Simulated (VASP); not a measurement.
A run of VASP 6.6.1 is set up as follows.

File INCAR:

```
SYSTEM = PtSe2
ALGO     = Normal         ! electronic algorithm
EDIFF    = 1E-7           ! SCF threshold, eV
ENCUT    = 520            ! plane-wave cutoff, eV
GGA      = PE             ! functional
ISIF     = 2              ! what is computed and relaxed
ISMEAR   = -1             ! smearing method
LASPH    = .TRUE.         ! aspherical terms in the spheres
LCHARG   = .TRUE.         ! write CHGCAR
LELF     = .TRUE.         ! ELF
LREAL    = .FALSE.        ! projectors in reciprocal space
LVHAR    = .TRUE.       
LWAVE    = .FALSE.        ! write WAVECAR
NBANDS   = 18             ! bands
NELM     = 60             ! most SCF steps
PREC     = Accurate       ! precision mode
SIGMA    = 0.02           ! smearing width, eV
```

KPOINTS

```
k-points
0
G
  12 12 6
  0 0 0
```

Contents of POSCAR:

```
PtSe2
1.0
    3.6354341020      0.0000000000      0.0000000000
   -1.8177170510      3.1483782861      0.0000000000
    0.0000000000      0.0000000000      5.6284300320
Pt Se
1 2
Direct
    0.0000000000      0.0000000000      0.0000000000
    0.3333333333      0.6666666667      0.2401016279
    0.6666666667      0.3333333333      0.7598983721
```

Potentials or basis: VASP PAW PBE potentials, release 64 (Pt, Se).

Run with:

```console
$ cat potpaw_PBE.64/Pt/POTCAR potpaw_PBE.64/Se/POTCAR > POTCAR
$ mpirun -np 1 vasp_std > vasp.out
```

Predict the largest force.

0.181 eV/Å.

Predict the pressure.

6.4 GPa.

Estimate the band gap on the k mesh.

0.21 eV (least direct gap 0.60 eV).

Forces on the atoms (eV/Å):
```
Pt   0.000  0.000  0.000
Se   0.000  0.000  0.181
Se   0.000  0.000 -0.181
```

Caveat: the cell differs from its parent crystal (epitaxial xy strain -2.5%); the cell stands under pressure; spin-orbit coupling is left out, which moves the levels of the heavy elements; this functional lacks dispersion, which binds the layers, so the pressure and a relaxed spacing across them are unreliable. A k mesh can miss the band edges.
